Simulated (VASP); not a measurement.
Input of a VASP 6.6.1 run:

Contents of INCAR:

```
ALGO     = Normal         # electronic algorithm
EDIFF    = 1E-6           # SCF threshold, eV
ENCUT    = 520            # plane-wave cutoff, eV
GGA      = PE             # functional
ISIF     = 2              # what is computed and relaxed
ISMEAR   = 1              # smearing method
LASPH    = T              # aspherical terms in the spheres
LCHARG   = T              # write CHGCAR
LELF     = T              # ELF
LREAL    = F              # projectors in reciprocal space
LVHAR    = T            
LWAVE    = F              # write WAVECAR
NBANDS   = 14             # bands
NELM     = 60             # most SCF steps
PREC     = Accurate       # precision mode
SIGMA    = 0.05           # smearing width, eV
```

File KPOINTS:

```
k-points
0
Gamma
  15 15 15
```

Contents of POSCAR:

```
Rh
1.0
    0.0000000000      1.9104189093      1.9104189093
    1.9104189093      0.0000000000      1.9104189093
    1.9104189093      1.9104189093      0.0000000000
Rh
1
Direct
    0.0000000000      0.0000000000      0.0000000000
```

Potentials or basis: VASP PAW PBE potentials, release 64 (Rh_pv).

Command:

```bash
$ cat potpaw_PBE.64/Rh_pv/POTCAR > POTCAR
$ mpirun -np 1 vasp_std > vasp.out
```

Question: What does it give for the pressure?

Answer: 1.8 GPa.
